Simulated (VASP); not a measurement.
Here is a VASP 6.6.1 calculation.

The input POSCAR:

```
Bi2Te3
1.0
    2.1482323364      1.2402825177      9.9581458525
   -2.1482323364      1.2402825177      9.9581458525
    0.0000000000     -2.4805650355      9.9581458525
Bi Te
2 3
Direct
    0.6000000000      0.6000000000      0.6000000000
    0.4000000000      0.4000000000      0.4000000000
    0.7905000000      0.7905000000      0.7905000000
    0.2095000000      0.2095000000      0.2095000000
    0.0000000000      0.0000000000      0.0000000000
```

Contents of INCAR.step1:

```
SYSTEM = Bi2Te3
  PREC = Accurate
  ENCUT = 520
  ISMEAR = -1
  SIGMA = 0.05
  LREAL = .False.
  LASPH = .True.
  NELM = 80
  NBANDS = 32
  GGA = PE
  ALGO = Normal
  EDIFF = 1E-4
  LWAVE = .True.
  LCHARG = .False.
```

INCAR.step2

```
SYSTEM = Bi2Te3
  PREC = Accurate
  ENCUT = 520
  EDIFF = 1E-7
  ISMEAR = -1
  SIGMA = 0.05
  LREAL = .False.
  LASPH = .True.
  NELM = 80
  ALGO = Normal
  ISIF = 2
  LWAVE = .False.
  LCHARG = .False.
  METAGGA = R2SCAN
  LMIXTAU = .True.
  NBANDS = 32
  ISTART = 1
```

File KPOINTS:

```
Automatic mesh
0
Gamma
  7 7 7
  0 0 0
```

Potentials or basis: VASP PAW PBE potentials, release 64 (Bi_d, Te).

The run is started by

```console
$ cat potpaw_PBE.64/Bi_d/POTCAR potpaw_PBE.64/Te/POTCAR > POTCAR
$ cp INCAR.step1 INCAR
$ mpirun -np 1 vasp_std > vasp.out
$ cp INCAR.step2 INCAR
$ mpirun -np 1 vasp_std > vasp.out
```

(1) What does it give for the largest force?

(2) What does it give for the pressure?

## Answers

(1) 0.147 eV/Å.

(2) 5.3 GPa.

Caveat: the cell stands under pressure; the PAW data sets were made with another functional, which shifts forces and pressure a little.
